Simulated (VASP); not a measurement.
Runs of VASP 6.6.1 on C. The structure is that of space group R-3m (No. 166), or close to it. The cells are those of the table. 

```tsv
cell	gap on the mesh (eV)	pressure (GPa)
a = 2.499, b = 2.499, c = 3.830 Å, angles 108.5, 108.5, 60.0°, 2 atoms	(b)	-15.9
a = 2.520, b = 2.520, c = 3.862 Å, angles 108.5, 108.5, 60.0°, 2 atoms	(a)	-21.1
a = 2.412, b = 2.412, c = 3.696 Å, angles 108.5, 108.5, 60.0°, 2 atoms	0.78	12.7
a = 2.478, b = 2.478, c = 3.798 Å, angles 108.5, 108.5, 60.0°, 2 atoms	(d)	-10.0
a = 2.434, b = 2.434, c = 3.731 Å, angles 108.5, 108.5, 60.0°, 2 atoms	0.78	4.2
a = 2.389, b = 2.389, c = 3.661 Å, angles 108.5, 108.5, 60.0°, 2 atoms	(c)	22.3
a = 2.456, b = 2.456, c = 3.765 Å, angles 108.5, 108.5, 60.0°, 2 atoms	0.77	-3.4
```

Alike in all rows: task single point; level LDA; potentials or basis VASP PAW LDA potentials, release 64 (C); no spin polarisation; k mesh 14 × 14 × 8; cutoff (eV) 520; smearing methfessel-paxton 0.05 eV.

Q: Estimate the missing entries.

A: (a) 0.74; (b) 0.75; (c) 0.79; (d) 0.76.

A k mesh can miss the band edges.
